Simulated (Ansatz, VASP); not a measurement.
**One calculation of TiWSe3, two programs**

Contents of INCAR:

```
SYSTEM = TiWSe3
ALGO     = Normal         ! electronic algorithm
EDIFF    = 1E-7           ! SCF threshold, eV
ENCUT    = 520            ! plane-wave cutoff, eV
GGA      = PE             ! functional
ISIF     = 2              ! what is computed and relaxed
ISMEAR   = 0              ! smearing method
ISPIN    = 2              ! spin polarisation
LASPH    = .True.         ! aspherical terms in the spheres
LCHARG   = .False.        ! write CHGCAR
LMAXMIX  = 4              ! l up to which the mixer works
LORBIT   = 11             ! projections on sites
LREAL    = .False.        ! projectors in reciprocal space
LWAVE    = .False.        ! write WAVECAR
MAGMOM   = 1 0 0 0 0      ! initial moments
NBANDS   = 34             ! bands
NELM     = 150            ! most SCF steps
PREC     = Accurate       ! precision mode
SIGMA    = 0.1            ! smearing width, eV
```

The input KPOINTS:

```
k-points
0
Gamma
  4 4 4
  0 0 0
```

POSCAR

```
TiWSe3
1.0
    4.7267404500      0.0000000000      0.0000000000
    0.0000000000      4.7267404500      0.0000000000
    0.0000000000      0.0000000000      4.7267404500
Ti W Se
1 1 3
Direct
    0.0000000000      0.0000000000      0.0000000000
    0.5000000000      0.5000000000      0.5000000000
    0.0000000000      0.5000000000      0.5000000000
    0.5000000000      0.5000000000      0.0000000000
    0.5000000000      0.0000000000      0.5000000000
```

Input for Ansatz:

```yaml
crystal:
  lattice:
    - [4.72674045, 0.0, 0.0]
    - [0.0, 4.72674045, 0.0]
    - [0.0, 0.0, 4.72674045]
  atoms:
    - { symbol: Ti, position: [0.0, 0.0, 0.0], spin: 1.0 }
    - { symbol: W, position: [0.5, 0.5, 0.5] }
    - { symbol: Se, position: [0.0, 0.5, 0.5] }
    - { symbol: Se, position: [0.5, 0.5, 0.0] }
    - { symbol: Se, position: [0.5, 0.0, 0.5] }
basis:
  ecutwfc: 420
kpoints:
  mp_grid: { grid: [4, 4, 4] }
hamiltonian:
  xc: pbe
scf:
  occupations: { method: gaussian, width: 0.1 }
  lower_state_search: "off"
output:
  forces: true
  stress: true
  eigenvalues: true
  populations: true
magnetization:
  spin_polarized: true
```

Change from the starting cell: species swapped into the TmRh3C type (Pm-3m, No. 221).

Alike in both runs: task single point; functional PBE; k mesh 4 × 4 × 4; occupations gaussian, width 0.1 eV; collinear spin.

```csv
,VASP,Ansatz
version,VASP 6.6.1,Ansatz 0.2.0
potentials or method,"VASP PAW PBE potentials, release 64 (Ti_sv, W_sv, Se), cutoff 520 eV","scalar-relativistic, plane waves, PAW"
valence electrons in the cell,44,74
```

```csv
,VASP,Ansatz,Ansatz less VASP
gap on the k mesh at the Fermi level (eV),none,none,-
pressure (GPa),13.5,14.4,+0.89
net moment per atom (μB),0.09,0.61,+0.519
size of the moment on the site where the two differ most (μB),0.11,2.02,+1.905
```

The net moments are unlike, so the other rows may belong to different states. Site moments also hang on the region over which each program counts them. A gap of «none» marks a metal or a gap that the smearing closes. VASP's potentials hold 44 valence electrons a cell and Ansatz's 74, so a difference there can come from the potentials and not from the codes.

Neither program's run includes spin-orbit coupling.
